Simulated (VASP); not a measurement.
# CaO (I4/mmm) in VASP: a series of runs

The runs below take CaO through single point, with r2SCAN.

Everything below comes from runs of VASP 6.6.1. Logs are shortened: lines on timing, memory, paths and dates and some standing lists are left out, and cuts for length are marked.

### Step 1. The cell of the first run

It takes space group I4/mmm (No. 139, tetragonal). Conventional cell: a = 3.515 Å, b = 3.515 Å, c = 4.751 Å, α = 90.00°, β = 90.00°, γ = 90.00°. Within 3.1 Å of Ca (site symmetry 4/mmm) lie 6 O at 2.38 to 2.49 Å. Within 3.1 Å of O (site symmetry 4/mmm) lie 6 Ca at 2.38 to 2.49 Å.

### Step 2. Single point, r2SCAN (strain +0.015 along x and y, -0.030 along z)

Contents of POSCAR:

```
CaO
1.0
    0.0000000000      2.4857350000      2.3755300000
    2.4857350000      0.0000000000      2.3755300000
    2.4857350000      2.4857350000      0.0000000000
Ca O
1 1
Direct
    0.0000000000      0.0000000000      0.0000000000
    0.5000000000      0.5000000000      0.5000000000
```

Contents of INCAR.step1:

```
SYSTEM = CaO
PREC = Accurate ; ENCUT = 520
ISMEAR = 0 ; SIGMA = 0.05
LREAL = .FALSE. ; LASPH = .TRUE.
NELM = 100 ; NBANDS = 15
GGA = PE ; ALGO = Normal
EDIFF = 1E-4 ; LWAVE = .TRUE.
LCHARG = .FALSE.
```

Contents of INCAR.step2:

```
SYSTEM = CaO
PREC = Accurate ; ENCUT = 520
EDIFF = 1E-7 ; ISMEAR = 0
SIGMA = 0.05 ; LREAL = .FALSE.
LASPH = .TRUE. ; NELM = 100
ALGO = Normal ; ISIF = 2
LWAVE = .FALSE. ; LCHARG = .FALSE.
METAGGA = R2SCAN ; LMIXTAU = .TRUE.
NBANDS = 15 ; ISTART = 1
```

Contents of KPOINTS:

```
Automatic mesh
0
G
  8 8 8
  0 0 0
```

Potentials or basis: VASP PAW PBE potentials, release 64 (Ca_sv, O).

Run with:

```sh
$ cat potpaw_PBE.64/Ca_sv/POTCAR potpaw_PBE.64/O/POTCAR > POTCAR
$ cp INCAR.step1 INCAR
$ mpirun -np 1 vasp_std > vasp.out
$ cp INCAR.step2 INCAR
$ mpirun -np 1 vasp_std > vasp.out
```

OUTCAR:

```text
SYSTEM = CaO
   PREC = Accurate
   ENCUT = 520
   EDIFF = 1E-7
   ISMEAR = 0
   LREAL = .FALSE.
   LASPH = .TRUE.
   NELM = 100
   ISIF = 2
   METAGGA = R2SCAN
   ISTART = 1

 ion  position               nearest neighbor table
   1  0.000  0.000  0.000-   2 2.38   2 2.38   2 2.49   2 2.49   2 2.49   2 2.49
   2  0.500  0.500  0.500-   1 2.38   1 2.38   1 2.49   1 2.49   1 2.49   1 2.49

  LATTYP: Found a body centered tetragonal cell.
 ALAT       =     3.5153601495
 C/A-ratio  =     1.3515144389

  Lattice vectors:

 A1 = (   0.0000000000,  -2.4857350000,  -2.3755300000)
 A2 = (   0.0000000000,   2.4857350000,  -2.3755300000)
 A3 = (   2.4857350000,   0.0000000000,   2.3755300000)

Analysis of symmetry for initial positions (statically):
=====================================================================
 Subroutine PRICEL returns:
 Original cell was already a primitive cell.

 Routine SETGRP: Setting up the symmetry group for a
 body centered tetragonal supercell.

 Subroutine GETGRP returns: Found 16 space group operations
 (whereof 16 operations were pure point group operations)
 out of a pool of 16 trial point group operations.

The static configuration has the point symmetry D_4h.

Analysis of symmetry for dynamics (positions and initial velocities):
=====================================================================
 Subroutine PRICEL returns:
 Original cell was already a primitive cell.

 Routine SETGRP: Setting up the symmetry group for a
 body centered tetragonal supercell.

 Subroutine GETGRP returns: Found 16 space group operations
 (whereof 16 operations were pure point group operations)
 out of a pool of 16 trial point group operations.

The dynamic configuration has the point symmetry D_4h.

 Subroutine INISYM returns: Found 16 space group operations
 (whereof 16 operations are pure point group operations),
 and found     1 'primitive' translations

----------------------------------------------------------------------------------------

                                     Primitive cell

  volume of cell :      29.3562

  direct lattice vectors                    reciprocal lattice vectors
     0.000000000  2.485735000  2.375530000    -0.201147749  0.201147749  0.210479346
     2.485735000  0.000000000  2.375530000     0.201147749 -0.201147749  0.210479346
     2.485735000  2.485735000  0.000000000     0.201147749  0.201147749 -0.210479346

  length of vectors
     3.438316633  3.438316633  3.515360149     0.353867756  0.353867756  0.353867756

  position of ions in fractional coordinates (direct lattice)
     0.000000000  0.000000000  0.000000000
     0.500000000  0.500000000  0.500000000

  ion indices of the primitive-cell ions
   primitive index   ion index
                 1           1
                 2           2

----------------------------------------------------------------------------------------

 KPOINTS: Automatic mesh

Automatic generation of k-mesh.
 Grid dimensions read from file:
 generate k-points for:    8    8    8

 Generating k-lattice:

  Cartesian coordinates                     Fractional coordinates (reciprocal lattice)
    -0.025143469  0.025143469  0.026309918     0.125000000  0.000000000  0.000000000
     0.025143469 -0.025143469  0.026309918     0.000000000  0.125000000  0.000000000
     0.025143469  0.025143469 -0.026309918     0.000000000  0.000000000  0.125000000

  Length of vectors
     0.044233470  0.044233470  0.044233470

  Shift w.r.t. Gamma in fractional coordinates (k-lattice)
     0.000000000  0.000000000  0.000000000

 Subroutine IBZKPT returns following result:
 ===========================================

 Found     59 irreducible k-points:

 Following reciprocal coordinates:
            Coordinates               Weight
  0.000000  0.000000  0.000000      1.000000
  0.125000 -0.000000  0.000000      8.000000
  0.250000 -0.000000  0.000000      8.000000
  0.375000 -0.000000  0.000000      8.000000
  0.500000 -0.000000  0.000000      4.000000
  0.125000  0.125000  0.000000      2.000000
[... 16 lines left out ...]
  0.250000 -0.000000  0.125000     16.000000
  0.375000 -0.000000  0.125000     16.000000
 [... further k-points ...]
   k-points           NKPTS =     59   k-points in BZ     NKDIM =     59   number of bands    NBANDS=     15
   number of dos      NEDOS =    301   number of ions     NIONS =      2
   total plane-waves  NPLWV =  21952
   dimension x,y,z NGX =    28 NGY =   28 NGZ =   28
   dimension x,y,z NGXF=    56 NGYF=   56 NGZF=   56
   ions per type =               1   1
   NGX,Y,Z   is equivalent  to a cutoff of  13.54, 13.54, 13.24 a.u.
   NGXF,Y,Z  is equivalent  to a cutoff of  27.08, 27.08, 26.48 a.u.
 SYSTEM =  CaO
   PREC   = accura    normal or accurate (medium, high low for compatibility)
   ISTART =      1    job   : 0-new  1-cont  2-samecut
   ICHARG =      0    charge: 1-file 2-atom 10-const
   ISPIN  =      1    spin polarized calculation?
   LNONCOLLINEAR =      F non collinear calculations
   LSORBIT =      F    spin-orbit coupling
   LASPH  =      T    aspherical Exc in radial PAW
   ENCUT  =  520.0 eV  38.22 Ry    6.18 a.u.   6.39  6.39  6.54*2*pi/ulx,y,z
   NELM   =    100;   NELMIN=  2; NELMDL=  0     # of ELM steps
   EDIFF  = 0.1E-06   stopping-criterion for ELM
   LREAL  =      F    real-space projection
   EDIFFG = 0.1E-05   stopping-criterion for IOM
   NSW    =      0    number of steps for IOM
   IBRION =     -1    ionic relax: 0-MD 1-quasi-New 2-CG
   NFREE  =      0    steps in history (QN), initial steepest desc. (CG)
   ISIF   =      2    stress and relaxation
   ISYM   =      2    0-nonsym 1-usesym 2-fastsym
   POTIM  = 0.5000    time-step for ionic-motion
   TEBEG  =    0.0;   TEEND  =   0.0 temperature during run
   PSTRESS=    0.0 pullay stress
   NELECT =      16.0000    total number of electrons
   NUPDOWN=      -1.0000    fix difference up-down
   EMIN   =  10.00;   EMAX   =-10.00  energy-range for DOS
   EFERMI =   0.00;   METHOD = LEGACY
   ISMEAR =     0;   SIGMA  =   0.05  broadening in eV -4-tet -1-fermi 0-gaus
   EFERMI_NEDOS =   21; number of points for ismear=-14 and -15
   IALGO  =     38    algorithm
   IMIX   =      4    mixing-type and parameters
     AMIX     =   0.40;   BMIX     =  1.00
     AMIX_MAG =   1.60;   BMIX_MAG =  1.00
  volume/ion in A,a.u.               =      14.68        99.05
  Fermi-wavevector in a.u.,A,eV,Ry     =   1.337257  2.527049 24.330691  1.788255
  Thomas-Fermi vector in A             =   2.465819
   LORBIT       =      0    0 simple, 1 ext, 2 COOP (PROOUT), +10 PAW based schemes
   METAGGA = R2SCAN    functional components
   LHFCALC =     F    Hartree Fock is set to
   AEXX    =    0.0000 exact exchange contribution
   IVDW    =     0    specifies the selected vdW correction
   LEPSILON=     F    determine dielectric tensor
   LRPA    =     F    only Hartree local field effects (RPA)
 non-spin polarized calculation
 Gauss-broadening in eV      SIGMA  =   0.05
  energy-cutoff  :      520.00
  volume of cell :       29.36
 maximum number of plane-waves:       805
 NGX is ok and might be reduce to    28
   NGX = 13   NGY = 13   NGZ = 13

 number of electron      16.0000005 magnetization

 Free energy of the ion-electron system (eV)
  ---------------------------------------------------
  ext. energy  EPLUGINS =         0.00000000
  ---------------------------------------------------
  free energy    TOTEN  =       -19.41034185 eV

  energy without entropy =      -19.41034185  energy(sigma->0) =      -19.41034185

 E-fermi :   2.1549     XC(G=0): -10.7785

 val. band max:        1.7756395818   @ k =   0.0000   0.0000   0.0000
 cond. band min:       5.8083304337   @ k =   0.5000   0.5000   0.0000
 fundamental gap:      4.0326908519
 Fermi energy:         2.1549050649

 k-point     1 :       0.0000    0.0000    0.0000
  band No.  band energies     occupation
      1     -37.5758      2.00000
      2     -17.5163      2.00000
      3     -17.5163      2.00000
      4     -17.4802      2.00000
      5     -14.6614      2.00000
      6       1.6808      2.00000
      7       1.6808      2.00000
      8       1.7756      2.00000
      9       6.6220      0.00000
     10       8.3404      0.00000
     11       8.3405      0.00000
     12       8.6170      0.00000
     13       9.7239      0.00000
     14      10.2008      0.00000
     15      17.1335      0.00000

 k-point     2 :       0.1250   -0.0000    0.0000
  band No.  band energies     occupation
      1     -37.5643      2.00000
      2     -17.6838      2.00000
      3     -17.5257      2.00000
      4     -17.4977      2.00000
      5     -14.4673      2.00000
      6       1.2125      2.00000
      7       1.4980      2.00000
      8       1.5528      2.00000
      9       7.2839      0.00000
     10       8.3624      0.00000
     11       8.6099      0.00000
     12       8.7821      0.00000
     13      10.0534      0.00000
     14      10.5570      0.00000
     15      17.6645      0.00000

 k-point     3 :       0.2500   -0.0000    0.0000
  band No.  band energies     occupation
      1     -37.5365      2.00000
      2     -18.0507      2.00000
      3     -17.5483      2.00000
      4     -17.5079      2.00000
      5     -14.0665      2.00000
      6       0.2758      2.00000
      7       1.1011      2.00000
      8       1.1248      2.00000
      9       8.4151      0.00000
     10       8.7350      0.00000
     11       9.3140      0.00000
     12       9.3838      0.00000
     13      10.8594      0.00000
     14      11.4098      0.00000
     15      17.8541      0.00000
[... 343 lines left out ...]
 k-point    23 :       0.2500   -0.0000    0.1250
  band No.  band energies     occupation
      1     -37.5396      2.00000
      2     -17.9224      2.00000
      3     -17.5607      2.00000
      4     -17.5326      2.00000
      5     -14.2179      2.00000
      6       0.3557      2.00000
      7       1.2856      2.00000
      8       1.4043      2.00000
      9       7.7109      0.00000
     10       8.4268      0.00000
     11       9.4724      0.00000
     12       9.6439      0.00000
     13      10.6760      0.00000
     14      11.2352      0.00000
     15      18.3775      0.00000

 k-point    24 :       0.3750   -0.0000    0.1250
  band No.  band energies     occupation
      1     -37.5117      2.00000
      2     -18.2139      2.00000
      3     -17.5903      2.00000
      4     -17.5500      2.00000
      5     -13.9072      2.00000
      6      -0.1940      2.00000
      7       0.8242      2.00000
      8       1.0112      2.00000
      9       8.1077      0.00000
     10       9.5487      0.00000
     11      10.1963      0.00000
     12      10.3193      0.00000
     13      11.5622      0.00000
     14      12.0359      0.00000
     15      17.2129      0.00000

 [... further k-points ...]
[... 5 lines left out ...]
  --------------------------------------------------------------------------------------
  -------------------------------------------------------------------------------------
  Total       -1.3334974     -1.3334974     -0.1629888      0.0000000     -0.0000000      0.0000000
  in kB      -72.7784157    -72.7784157     -8.8954532      0.0000000     -0.0000000      0.0000000
  external PRESSURE =     -51.4840948 kB  Pullay stress =       0.0000000 kB

 VOLUME and BASIS-vectors are now :
 -----------------------------------------------------------------------------
  energy-cutoff  :      520.00
  volume of cell :       29.36
      direct lattice vectors                 reciprocal lattice vectors
     0.000000000  2.485735000  2.375530000    -0.201147749  0.201147749  0.210479346
     2.485735000  0.000000000  2.375530000     0.201147749 -0.201147749  0.210479346
     2.485735000  2.485735000  0.000000000     0.201147749  0.201147749 -0.210479346

 POSITION                                       TOTAL-FORCE (eV/Angst)
 -----------------------------------------------------------------------------------
      0.00000      0.00000      0.00000         0.000000     -0.000000      0.000000
      2.48574      2.48574      2.37553        -0.000000      0.000000      0.000000
 -----------------------------------------------------------------------------------
    total drift:                                0.000000      0.000000      0.000000

  FREE ENERGIE OF THE ION-ELECTRON SYSTEM (eV)
  ---------------------------------------------------
  free  energy   TOTEN  =       -19.4103418457 eV

  energy  without entropy=      -19.4103418457  energy(sigma->0) =      -19.41034185
```

Run time: 2.6 min. Hardware: 1 thread of Intel Xeon 8259CL, shared host; peak memory 0.18 GiB.

What came out:

```
Free energy            : -19.4103 eV
Pressure               : -5.1 GPa
Band gap on the k mesh : 4.03 eV (least direct gap 4.55 eV)
```

Stress tensor (GPa, compression positive):
```
-7.28  0.00  0.00
 0.00 -7.28  0.00
 0.00  0.00 -0.89
```

Caveat: the cell differs from its parent crystal (strain +0.015 along x and y, -0.030 along z); the cell stands under tension; the PAW data sets were made with another functional, which shifts forces and pressure a little. A k mesh can miss the band edges.

### Step 3. Single point, r2SCAN (strain +0.030 along x and y, -0.030 along z)

Contents of POSCAR:

```
CaO
1.0
    0.0000000000      2.5224700000      2.3755300000
    2.5224700000      0.0000000000      2.3755300000
    2.5224700000      2.5224700000      0.0000000000
Ca O
1 1
Direct
    0.0000000000      0.0000000000      0.0000000000
    0.5000000000      0.5000000000      0.5000000000
```

Contents of INCAR.step1:

```
ALGO = Normal ; EDIFF = 1E-4
ENCUT = 520 ; GGA = PE
ISMEAR = 0 ; LASPH = True
LCHARG = False ; LREAL = False
LWAVE = True ; NBANDS = 15
NELM = 80 ; PREC = Accurate
SIGMA = 0.05
```

Contents of INCAR.step2:

```
ALGO = Normal ; EDIFF = 1E-6
ENCUT = 520 ; ISIF = 2
ISMEAR = 0 ; ISTART = 1
LASPH = True ; LCHARG = False
LMIXTAU = True ; LREAL = False
LWAVE = False ; METAGGA = R2SCAN
NBANDS = 15 ; NELM = 80
PREC = Accurate ; SIGMA = 0.05
```

Contents of KPOINTS:

```
k-points
0
Gamma
  8 8 8
```

Potentials or basis: VASP PAW PBE potentials, release 64 (Ca_sv, O).

Run with:

```sh
$ cat potpaw_PBE.64/Ca_sv/POTCAR potpaw_PBE.64/O/POTCAR > POTCAR
$ cp INCAR.step1 INCAR
$ mpirun -np 1 vasp_std > vasp.out
$ cp INCAR.step2 INCAR
$ mpirun -np 1 vasp_std > vasp.out
```

OUTCAR:

```text
EDIFF = 1E-6
   ENCUT = 520
   ISIF = 2
   ISMEAR = 0
   ISTART = 1
   LASPH = True
   LREAL = False
   METAGGA = R2SCAN
   NELM = 80
   PREC = Accurate

 ion  position               nearest neighbor table
   1  0.000  0.000  0.000-   2 2.38   2 2.38   2 2.52   2 2.52   2 2.52   2 2.52
   2  0.500  0.500  0.500-   1 2.38   1 2.38   1 2.52   1 2.52   1 2.52   1 2.52

  LATTYP: Found a body centered tetragonal cell.
 ALAT       =     3.5673112847
 C/A-ratio  =     1.3318321898

  Lattice vectors:

 A1 = (   0.0000000000,  -2.5224700000,  -2.3755300000)
[... 611 lines left out ...]
     11       9.8616      0.00000
     12      10.0187      0.00000
     13      11.2709      0.00000
     14      11.6137      0.00000
     15      16.6982      0.00000

 [... further k-points ...]
[... 5 lines left out ...]
  --------------------------------------------------------------------------------------
  -------------------------------------------------------------------------------------
  Total       -1.8552971     -1.8552971     -0.4761907      0.0000000      0.0000000      0.0000000
  in kB      -98.3289736    -98.3289736    -25.2376504      0.0000000      0.0000000      0.0000000
  external PRESSURE =     -73.9651992 kB  Pullay stress =       0.0000000 kB

 VOLUME and BASIS-vectors are now :
 -----------------------------------------------------------------------------
  energy-cutoff  :      520.00
  volume of cell :       30.23
      direct lattice vectors                 reciprocal lattice vectors
     0.000000000  2.522470000  2.375530000    -0.198218413  0.198218413  0.210479346
     2.522470000  0.000000000  2.375530000     0.198218413 -0.198218413  0.210479346
     2.522470000  2.522470000  0.000000000     0.198218413  0.198218413 -0.210479346

 POSITION                                       TOTAL-FORCE (eV/Angst)
 -----------------------------------------------------------------------------------
      0.00000      0.00000      0.00000         0.000000      0.000000      0.000000
      2.52247      2.52247      2.37553         0.000000      0.000000      0.000000
 -----------------------------------------------------------------------------------
    total drift:                                0.000000      0.000000      0.000000

  FREE ENERGIE OF THE ION-ELECTRON SYSTEM (eV)
  ---------------------------------------------------
  free  energy   TOTEN  =       -19.3644318457 eV

  energy  without entropy=      -19.3644318457  energy(sigma->0) =      -19.36443185
```

OSZICAR.step1:

```text
N       E                     dE             d eps       ncg     rms          rms(c)
DAV:   1     0.123364533493E+03    0.12336E+03   -0.83188E+03  1770   0.107E+03
DAV:   2    -0.906531483804E+01   -0.13243E+03   -0.12420E+03  2241   0.285E+02
DAV:   3    -0.143352720956E+02   -0.52700E+01   -0.52337E+01  2093   0.588E+01
DAV:   4    -0.144868253733E+02   -0.15155E+00   -0.15144E+00  2652   0.880E+00
DAV:   5    -0.144882002975E+02   -0.13749E-02   -0.13749E-02  2010   0.821E-01    0.862E+00
DAV:   6    -0.128467880521E+02    0.16414E+01   -0.55652E+00  1973   0.219E+01    0.387E+00
DAV:   7    -0.127504336016E+02    0.96354E-01   -0.45724E-01  1924   0.668E+00    0.185E+00
DAV:   8    -0.127466810062E+02    0.37526E-02   -0.82819E-02  2211   0.308E+00    0.398E-01
DAV:   9    -0.127455917575E+02    0.10892E-02   -0.43285E-03  1869   0.535E-01    0.116E-01
DAV:  10    -0.127463508364E+02   -0.75908E-03   -0.87621E-04  2121   0.251E-01    0.504E-02
DAV:  11    -0.127463268878E+02    0.23949E-04   -0.44540E-05  1578   0.835E-02
   1 F= -.12746327E+02 E0= -.12746327E+02  d E =-.326440E-14
```

Wall time 2.4 min (1 thread of Intel Xeon 8259CL, shared host); peak memory 0.18 GiB.

What came out:

```yaml
Free_energy: -19.3644 eV
Pressure: -7.4 GPa
Band_gap_on_the_k_mesh: 3.99 eV (least direct gap 4.55 eV)
```

Stress tensor (GPa, compression positive):
```
-9.83  0.00  0.00
 0.00 -9.83  0.00
 0.00  0.00 -2.52
```

Caveat: the cell differs from its parent crystal (strain +0.030 along x and y, -0.030 along z); the cell stands under tension; the PAW data sets were made with another functional, which shifts forces and pressure a little. A k mesh can miss the band edges.
